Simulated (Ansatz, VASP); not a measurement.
## Cr2O3 in VASP and in Ansatz

```xyz
10
Lattice="2.4076 1.3900 4.4140 -2.4076 1.3900 4.4140 0.0000 -2.7801 4.4140" Properties=species:S:1:pos:R:3 pbc="T T T"
Cr    0.0000    0.0000   11.2146
Cr    0.0000    0.0000    8.6484
Cr    0.0000    0.0000    2.0274
Cr    0.0000    0.0000    4.5936
O    -0.9120   -1.3900    5.5175
O     1.6598   -0.0948    5.5175
O    -0.7478    1.4848    5.5175
O     0.9120    1.3900    7.7245
O    -1.6598    0.0948    7.7245
O     0.7478   -1.4848    7.7245
```

Alike in both runs: task single point; functional r2SCAN; k mesh 3 × 3 × 3; occupations fermi-dirac, width 0.05 eV; collinear spin.

|  | VASP | Ansatz |
| --- | --- | --- |
| version | VASP 6.6.1 | Ansatz 0.2.0 |
| potentials or method | VASP PAW PBE potentials, release 64 (Cr_pv, O), cutoff 520 eV | PAW, plane waves, scalar-relativistic |
| valence electrons in the cell | 84 | 92 |

|  | VASP | Ansatz | Ansatz less VASP |
| --- | --- | --- | --- |
| rms of the force components (eV/Å) | 0.332 | 0.328 | -0.0043 |
| net moment per atom (μB) | 1.20 | 1.20 | 0.000 |
| size of the moment on the site where the two differ most (μB) | 2.88 | 2.37 | -0.508 |

VASP's potentials were made for PBE, not for r2SCAN. Site moments also hang on the region over which each program counts them. Atom by atom the forces differ by 0.015 eV/Å (rms over components). VASP's potentials hold 84 valence electrons a cell and Ansatz's 92, so a difference there can come from the potentials and not from the codes. Ansatz's warnings: stability check not made.

The k mesh is coarse, so the values compare programs but aren't converged.
